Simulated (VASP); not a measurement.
Input of a VASP 6.6.1 run:

File INCAR:

```
PREC = Accurate
ENCUT = 600
EDIFF = 1E-6
ISMEAR = 0
SIGMA = 0.2
LREAL = False
LASPH = True
NELM = 120
ALGO = Normal
ISIF = 2
LWAVE = False
LCHARG = True
GGA = PE
LELF = True
LVHAR = True
NBANDS = 23
GGA_COMPAT = False
```

Contents of KPOINTS:

```
regular mesh
0
Gamma
  6 6 5
```

The input POSCAR:

```
Ru2C
1.0
    4.0945233483      0.0000000000      0.0000000000
   -2.0472616741      3.5459612360      0.0000000000
    0.0000000000      0.0000000000      2.6452238113
Ru C
2 1
Direct
    0.3333333333      0.6666666667      0.5000000000
    0.6666666667      0.3333333333      0.5000000000
    0.0000000000      0.0000000000      0.5000000000
```

Potentials or basis: VASP PAW PBE potentials, release 64 (Ru_pv, C).

The run is started by

```bash
$ cat potpaw_PBE.64/Ru_pv/POTCAR potpaw_PBE.64/C/POTCAR > POTCAR
$ mpirun -np 1 vasp_std > vasp.out
```

Task: What does it give for the band gap on the k mesh?

Result: Zero (bands 16 and 17 overlap by 1.34 eV).

Task: What does it give for the pressure?

Result: 0.4 GPa.

Stress tensor (GPa, compression positive):
```
 0.81  0.00  0.00
 0.00  0.81  0.00
 0.00  0.00 -0.34
```

Caveat: the k points lie up to 0.48 Å⁻¹ apart, too coarse for converged energies and pressures of a metal.
